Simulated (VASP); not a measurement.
Set up this calculation in VASP 6.6.1, as the native input.

| Property | Result |
| --- | --- |
| Task | relaxation of cell and atoms |
| Functional | BLYP |
| Dispersion | D3(BJ) |
| Potentials or basis | VASP PAW PBE potentials, release 64 (Se, Zn) |
| Cutoff | 600 eV |
| k mesh | 8 × 8 × 8 |
| Occupations | fermi-dirac, width 0.05 eV |
| Spin | no spin polarisation |
| Dipole correction | no |
| Further INCAR settings | ALGO = Normal; EDIFF = 1e-07; IBRION = 2; EDIFFG = -0.01; NSW = 60; ISIF = 3 |

The structure of ZnSe (Stilleite) lies in POSCAR:

```
ZnSe
1.0
    0.0000000000      2.8338000000      2.8338000000
    2.8338000000      0.0000000000      2.8338000000
    2.8338000000      2.8338000000      0.0000000000
Se Zn
1 1
Direct
    0.7500000000      0.7500000000      0.7500000000
    0.0000000000      0.0000000000      0.0000000000
```

These files were run (other wordings do the same):

INCAR

```
PREC = Accurate
ENCUT = 600
EDIFF = 1E-7
ISMEAR = -1
SIGMA = 0.05
LREAL = F
LASPH = T
NELM = 60
ALGO = Normal
ISIF = 3
LWAVE = F
LCHARG = F
GGA = B5
ALDAX = 1.0
AGGAX = 1.0
AGGAC = 1.0
ALDAC = 0.0
IVDW = 12
VDW_S6 = 1.0
VDW_S8 = 2.6996
VDW_A1 = 0.4298
VDW_A2 = 4.2359
IBRION = 2
NSW = 60
EDIFFG = -0.01
```

KPOINTS

```
Automatic mesh
0
Gamma
  8 8 8
```

Potentials or basis: VASP PAW PBE potentials, release 64 (Se, Zn).

Run with:

```sh
$ cat potpaw_PBE.64/Se/POTCAR potpaw_PBE.64/Zn/POTCAR > POTCAR
$ mpirun -np 1 vasp_std > vasp.out
```

It gave:

* Relaxed volume: 22.72 Å³/atom
* Relaxed cell: a = 4.005 Å, b = 4.005 Å, c = 4.005 Å, α = 60.00°, β = 60.00°, γ = 60.00°
* Space group after relaxing (to 0.05 Å): F-43m (No. 216)
* Energy gained by relaxing: 0.0 meV/atom
* Ionic steps: 2
* Pressure after relaxing: 0.0 GPa
* Band gap on the k mesh: 1.28 eV, direct
* Dispersion energy per atom: -0.718 eV

Caveat: the PAW data sets were made with another functional, which shifts forces and pressure a little.

Run time: 27 s on 1 thread of Intel(R) Xeon(R) Platinum 8559C (Emerald Rapids) (shared host), peak memory 0.19 GiB.
